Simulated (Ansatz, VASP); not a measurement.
BN in VASP and in Ansatz

```xyz
4
Lattice="2.5440 0.0000 0.0000 -1.2720 2.2031 0.0000 0.0000 0.0000 4.2078" Properties=species:S:1:pos:R:3 pbc="T T T"
B     0.0000    1.4688    0.0009
B     1.2720    0.7344    2.1048
N     0.0000    1.4688    1.5771
N     1.2720    0.7344    3.6810
```

Alike in both runs: task single point; functional PBE; k mesh 12 × 12 × 6; occupations fermi-dirac, width 0.02 eV; no spin polarisation.

```csv
,VASP,Ansatz
version,VASP 6.6.1,Ansatz 0.2.0
potentials or method,"VASP PAW PBE potentials, release 64 (B, N)","plane waves, PAW"
plane-wave cutoff (eV),520,420
valence electrons in the cell,16,16
```

```tsv
	VASP	Ansatz	Ansatz less VASP
gap on the k mesh at the Fermi level (eV)	5.19	5.21	+0.018
pressure (GPa)	4.9	4.7	-0.27
traceless stress, the component that is largest in VASP (GPa)	-0.11	-0.07	+0.037
rms of the force components (eV/Å)	0.005	0.004	-0.0013
```

Atom by atom the forces differ by 0.001 eV/Å (rms over components).
